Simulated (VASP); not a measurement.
Here is a VASP 6.6.1 calculation.

POSCAR

```
AlCu
1.0
    2.9975090000      0.0000000000      0.0000000000
    0.0000000000      2.9975090000      0.0000000000
    0.0000000000      0.0000000000      2.9975090000
Al Cu
1 1
Direct
    0.0000000000      0.0000000000      0.0000000000
    0.4916597415      0.5000000000      0.5000000000
```

The input INCAR.step1:

```
SYSTEM = AlCu
PREC = Accurate
ENCUT = 520
ISMEAR = 0
SIGMA = 0.15
LREAL = .FALSE.
LASPH = .TRUE.
NELM = 100
NBANDS = 14
GGA = PE
ALGO = Normal
EDIFF = 1E-4
LWAVE = .TRUE.
LCHARG = .FALSE.
```

INCAR.step2

```
SYSTEM = AlCu
PREC = Accurate
ENCUT = 520
EDIFF = 1E-6
ISMEAR = 0
SIGMA = 0.15
LREAL = .FALSE.
LASPH = .TRUE.
NELM = 100
ALGO = Normal
ISIF = 2
LWAVE = .FALSE.
LCHARG = .FALSE.
METAGGA = R2SCAN
LMIXTAU = .TRUE.
NBANDS = 14
ISTART = 1
```

File KPOINTS:

```
regular mesh
0
G
  16 16 16
  0 0 0
```

Potentials or basis: VASP PAW PBE potentials, release 64 (Al, Cu).

The run is started by

```console
$ cat potpaw_PBE.64/Al/POTCAR potpaw_PBE.64/Cu/POTCAR > POTCAR
$ cp INCAR.step1 INCAR
$ mpirun -np 1 vasp_std > vasp.out
$ cp INCAR.step2 INCAR
$ mpirun -np 1 vasp_std > vasp.out
```

(1) Predict the band gap on the k mesh.

(2) What does it give for the largest force?

(3) What does it give for the pressure?

## Answers

(1) zero (bands 7 and 8 overlap by 4.94 eV).

(2) 0.103 eV/Å.

(3) -4.8 GPa.

Caveat: the cell differs from its parent crystal (all Cu atoms moved +0.025 Å, as atom 2 towards its neighbour atom 2 (Cu) at 2.998 Å); the cell stands under tension; the PAW data sets were made with another functional, which shifts forces and pressure a little.
